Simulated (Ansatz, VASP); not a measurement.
## Two plane-wave programs on C

Contents of INCAR:

```
ALGO = Normal ; EDIFF = 1E-6
EDIFFG = -0.04 ; ENCUT = 600
GGA = PE ; IBRION = 2
ISIF = 3 ; ISMEAR = 0
LASPH = True ; LCHARG = False
LREAL = False ; LWAVE = False
NELM = 100 ; NSW = 90
PREC = Accurate ; SIGMA = 0.1
```

File KPOINTS:

```
k-points
0
Gamma
  6 6 2
```

The input POSCAR:

```
C
1.0
    2.6478986000      0.0000000000      0.0000000000
   -1.3239493000      2.2931474500      0.0000000000
    0.0000000000      0.0000000000      9.3406367700
C
10
Direct
    0.3333333300      0.6666666700      0.5790258200
    0.6666666700      0.3333333300      0.0790258200
    0.0000000000      0.0000000000      0.7500000000
    0.3333333300      0.6666666700      0.9209741800
    0.0000000000      0.0000000000      0.2500000000
    0.6666666700      0.3333333300      0.4209741800
    0.3333333300      0.6666666700      0.7500000000
    0.0000000000      0.0000000000      0.5000000000
    0.6666666700      0.3333333300      0.2500000000
    0.0000000000      0.0000000000      0.0000000000
```

Input for Ansatz:

```yaml
crystal:
  lattice:
    - [2.6478986, 0.0, 0.0]
    - [-1.3239493, 2.29314745, 0.0]
    - [0.0, 0.0, 9.34063677]
  atoms:
    - { symbol: C, position: [0.33333333, 0.66666667, 0.57902582] }
    - { symbol: C, position: [0.66666667, 0.33333333, 0.07902582] }
    - { symbol: C, position: [0.0, 0.0, 0.75] }
    - { symbol: C, position: [0.33333333, 0.66666667, 0.92097418] }
    - { symbol: C, position: [0.0, 0.0, 0.25] }
    - { symbol: C, position: [0.66666667, 0.33333333, 0.42097418] }
    - { symbol: C, position: [0.33333333, 0.66666667, 0.75] }
    - { symbol: C, position: [0.0, 0.0, 0.5] }
    - { symbol: C, position: [0.66666667, 0.33333333, 0.25] }
    - { symbol: C, position: [0.0, 0.0, 0.0] }
basis:
  ecutwfc: 420
kpoints:
  mp_grid: { grid: [6, 6, 2] }
hamiltonian:
  xc: pbe
scf:
  occupations: { method: gaussian, width: 0.1 }
  lower_state_search: "off"
output:
  forces: true
  stress: true
  eigenvalues: true
relax:
  adjacent_minimum: "off"
  f_tol: 0.04
  max_steps: 70
  cell: { stress_tol: 0.4 }
```

Alike in both runs: task relaxation of cell and atoms; functional PBE; k mesh 6 × 6 × 2; occupations gaussian, width 0.1 eV; no spin polarisation.

|  | VASP | Ansatz |
| --- | --- | --- |
| version | VASP 6.6.1 | Ansatz 0.2.0 |
| potentials or method | VASP PAW PBE potentials, release 64 (C), cutoff 600 eV | scalar-relativistic, plane waves, PAW |
| valence electrons in the cell | 40 | 40 |

```tsv
	VASP	Ansatz	Ansatz less VASP
gap on the k mesh at the Fermi level, each at its own relaxed structure (eV)	none	none	-
relaxed volume (Å³/atom)	7.51	9.91	+2.396
relaxed cell length with the largest relative difference (Å)	13.664	18.066	+4.4017
```

A gap of «none» marks a metal or a gap that the smearing closes. One of these differences is far larger than is usual between the two programs; its cause wasn't traced.

The k mesh is coarse, so the values compare programs but aren't converged. Noted on VASP's run: the volume moved by over 15 % at a fixed basis, so the end points are rough.
